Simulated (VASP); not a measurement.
Runs of VASP 6.6.1 on Mo. The structure is that of space group P6/mmm (No. 191), or close to it. The cells are those of the table. This isn't the form of Mo at room conditions, which is bcc.

| cell | gap on the mesh (eV) | pressure (GPa) |
| --- | --- | --- |
| a = 2.818, b = 2.818, c = 2.479 Å, angles 90.0, 90.0, 120.0°, 1 atom | none | -4.2 |
| a = 2.777, b = 2.777, c = 2.594 Å, angles 90.0, 90.0, 120.0°, 1 atom | none | -7.7 |
| a = 2.818, b = 2.818, c = 2.555 Å, angles 90.0, 90.0, 120.0°, 1 atom | none | -10.4 |
| a = 2.777, b = 2.777, c = 2.555 Å, angles 90.0, 90.0, 120.0°, 1 atom | none | -4.9 |
| a = 2.818, b = 2.818, c = 2.594 Å, angles 90.0, 90.0, 120.0°, 1 atom | none | (b) |
| a = 2.777, b = 2.777, c = 2.632 Å, angles 90.0, 90.0, 120.0°, 1 atom | none | -10.2 |
| a = 2.818, b = 2.818, c = 2.517 Å, angles 90.0, 90.0, 120.0°, 1 atom | none | (a) |
| a = 2.777, b = 2.777, c = 2.517 Å, angles 90.0, 90.0, 120.0°, 1 atom | none | -1.7 |

Alike in all rows: task single point; level r2SCAN; potentials or basis VASP PAW PBE potentials, release 64 (Mo_sv); no spin polarisation; k mesh 18 × 18 × 18; cutoff (eV) 520; smearing gaussian 0.15 eV.

Task: Estimate the missing entries.

Result: (a) -7.5; (b) -12.9.

Caveats: the PAW data sets were made with another functional, which shifts forces and pressure a little; the cell stands under tension (at least some runs).

A k mesh can miss the band edges, and the runs leave out spin-orbit coupling on Mo.

A gap of «none» marks levels without a gap at the run's occupations.
